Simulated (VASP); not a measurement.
A run of VASP 6.6.1 is set up as follows.

Contents of INCAR:

```
ALGO = Normal ; EDIFF = 1E-6
EDIFFG = -0.01 ; ENCUT = 600
GGA = PE ; IBRION = 2
ISIF = 3 ; ISMEAR = 0
LASPH = True ; LCHARG = False
LREAL = False ; LWAVE = False
NELM = 60 ; NSW = 80
PREC = Accurate ; SIGMA = 0.1
```

File KPOINTS:

```
k-points
0
Gamma
  20 20 20
```

POSCAR

```
Mn
1.0
    0.0000000000      1.7503523121      1.7503523121
    1.7503523121      0.0000000000      1.7503523121
    1.7503523121      1.7503523121      0.0000000000
Mn
1
Direct
    0.0000000000      0.0000000000      0.0000000000
```

Potentials or basis: VASP PAW PBE potentials, release 64 (Mn_pv).

The run is started by

```sh
$ cat potpaw_PBE.64/Mn_pv/POTCAR > POTCAR
$ mpirun -np 1 vasp_std > vasp.out
```

(1) Estimate the relaxed cell.

(2) Predict the band gap on the k mesh.

(3) What does it give for the space group after relaxing (to 0.1 Å)?

## Answers

(1) a = 2.476 Å, b = 2.476 Å, c = 2.476 Å, α = 60.00°, β = 60.00°, γ = 60.00°.

(2) zero (an odd number of electrons rules out a gap without spin polarisation).

(3) Fm-3m (No. 225).

Caveat: the run has no spin polarisation, though such a crystal can be magnetic.
